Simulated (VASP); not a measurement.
Wanted: the native input for a VASP 6.6.1 run.

- Task: single point
- Functional: LDA
- Potentials or basis: VASP PAW LDA potentials, release 64 (Cd, Te)
- Cutoff: 520 eV
- k mesh: 8 × 8 × 8
- Occupations: gaussian, width 0.05 eV
- Spin: no spin polarisation
- Dipole correction: no
- Further INCAR settings: ALGO = Normal; EDIFF = 1e-06; NBANDS = 16

The structure of CdTe lies in POSCAR:

```
CdTe
1.0
    0.0000000000      3.2920153648      3.1623586598
    3.1623586598      0.0000000000      3.1623586598
    3.1623586598      3.2920153648      0.0000000000
Cd Te
1 1
Direct
    0.0000000000      0.0000000000      0.0000000000
    0.7500000000      0.7500000000      0.7500000000
```

One way to write it, as run:

INCAR

```
SYSTEM = CdTe
ALGO = Normal
EDIFF = 1E-6
ENCUT = 520
GGA = CA
ISIF = 2
ISMEAR = 0
LASPH = .True.
LCHARG = .False.
LREAL = .False.
LWAVE = .False.
NBANDS = 16
NELM = 60
PREC = Accurate
SIGMA = 0.05
```

KPOINTS

```
k-points
0
Gamma
  8 8 8
  0 0 0
```

Potentials or basis: VASP PAW LDA potentials, release 64 (Cd, Te).

Launch:

```bash
$ cat potpaw_LDA.64/Cd/POTCAR potpaw_LDA.64/Te/POTCAR > POTCAR
$ mpirun -np 1 vasp_std > vasp.out
```

It gave:

```json
{"Pressure": "0.2 GPa", "Band gap on the k mesh": "0.60 eV"}
```

Caveat: spin-orbit coupling is left out, which moves the levels of the heavy elements.

It took 41 s on 1 thread of Intel(R) Xeon(R) Platinum 8559C (Emerald Rapids), on a shared host, peak memory 0.21 GiB.
